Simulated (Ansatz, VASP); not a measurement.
## Lu: VASP beside Ansatz

The input INCAR:

```
SYSTEM = Lu
PREC     = Accurate       ! precision mode
ENCUT    = 520            ! plane-wave cutoff, eV
EDIFF    = 1E-6           ! SCF threshold, eV
ISMEAR   = -1             ! smearing method
SIGMA    = 0.08           ! smearing width, eV
LREAL    = .False.        ! projectors in reciprocal space
LASPH    = .True.         ! aspherical terms in the spheres
NELM     = 80             ! most SCF steps
ALGO     = Normal         ! electronic algorithm
ISIF     = 2              ! what is computed and relaxed
LWAVE    = .False.        ! write WAVECAR
LCHARG   = .False.        ! write CHGCAR
GGA      = PE             ! functional
NBANDS   = 18             ! bands
```

The input KPOINTS:

```
Automatic mesh
0
Gamma
  15 15 15
  0 0 0
```

The input POSCAR:

```
Lu
1.0
   -1.9882100203      1.9882100203      1.9882100203
    1.9882100203     -1.9882100203      1.9882100203
    1.9882100203      1.9882100203     -1.9882100203
Lu
1
Direct
    0.0000000000      0.0000000000      0.0000000000
```

Input for Ansatz:

```yaml
crystal:
  lattice:
    - [-1.9882100203, 1.9882100203, 1.9882100203]
    - [1.9882100203, -1.9882100203, 1.9882100203]
    - [1.9882100203, 1.9882100203, -1.9882100203]
  atoms:
    - { symbol: Lu, position: [0.0, 0.0, 0.0] }
kpoints:
  mp_grid: { grid: [15, 15, 15] }
scf:
  occupations: { method: fermi_dirac, width: 0.08 }
hamiltonian:
  xc: pbe
  pseudopotentials: { kind: all_electron, lapw: { basis_error: 0.0005 } }
output:
  forces: true
  stress: true
  eigenvalues: true
```

Change from the starting cell: volume scaled by 1.06.

Alike in both runs: task single point; functional PBE; k mesh 15 × 15 × 15; occupations fermi-dirac, width 0.08 eV; no spin polarisation.

|  | VASP | Ansatz |
| --- | --- | --- |
| version | VASP 6.6.1 | Ansatz 0.2.0 |
| potentials or method | VASP PAW PBE potentials, release 64 (Lu), cutoff 520 eV | all-electron LAPW, scalar-relativistic |

|  | VASP | Ansatz | Ansatz less VASP |
| --- | --- | --- | --- |
| pressure (GPa) | -2.0 | -2.3 | -0.24 |

Ansatz ran all-electron here, and VASP with PAW potentials.

Spin-orbit coupling is off throughout.
